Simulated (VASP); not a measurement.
# K2AlS5: single point with PBE

The system is K2AlS5.

```xyz
8
Lattice="6.6126 0.0000 0.0000 0.0000 6.6126 0.0000 0.0000 0.0000 4.1006" Properties=species:S:1:pos:R:3 pbc="T T T"
K     0.0000    3.3063    2.0503
K     3.3063    0.0000    2.0503
Al    0.0000    0.0000    0.0000
S     0.0000    0.0000    2.0503
S     1.4482    1.4482    0.0000
S     5.1644    1.4482    0.0000
S     5.1644    5.1644    0.0000
S     1.4482    5.1644    0.0000
```

```yaml
Program: VASP 6.6.1
Task: single point
Functional: PBE
Potentials_or_basis: VASP PAW PBE potentials, release 64 (K_sv, Al, S)
Cutoff: 400 eV
k_mesh: 5 × 5 × 8
Occupations: gaussian, width 0.0229 eV
Spin: no spin polarisation
Dipole_correction: no
k_mesh_for_the_DOS: 8 × 8 × 12
Occupations_for_the_DOS: tetrahedron
Further_INCAR_settings: ALGO = Normal; EDIFF = 1e-06; NBANDS = 36
```

- Valence electrons inside the program's atomic spheres: K 7.60; Al 1.03; S 3.77, 3.75 (each value once)

Levels at points of the mesh, in eV from the Fermi level:
```
           k point  band 22  band 23  band 24  band 25  band 26  band 27  band 28  band 29
(0.00, 0.00, 0.00)    -1.30    -0.38    -0.20     0.00     0.13     0.13     0.83     3.81
(0.50, 0.00, 0.00)    -1.14    -0.98    -0.88    -0.57    -0.02     0.19     0.53     4.69
(0.50, 0.50, 0.00)    -1.51    -1.41    -0.84    -0.84    -0.75    -0.07    -0.05     5.63
(0.00, 0.00, 0.50)    -1.22    -0.34    -0.34    -0.08     0.57     0.57     1.03     4.91
(0.50, 0.00, 0.50)    -1.13    -0.91    -0.86    -0.22     0.24     0.55     0.60     5.57
(0.50, 0.50, 0.50)    -1.27    -0.94    -0.94    -0.66    -0.40     0.35     0.35     6.48
```

Wall time 6.2 min on 1 thread of Intel(R) Xeon(R) Platinum 8259CL CPU @ 2.50GHz (Skylake/Cascade Lake) (shared host), peak memory 0.49 GiB.

Caveat: an odd number of electrons without spin polarisation forces a metal; a magnetic or distorted state may lie lower.
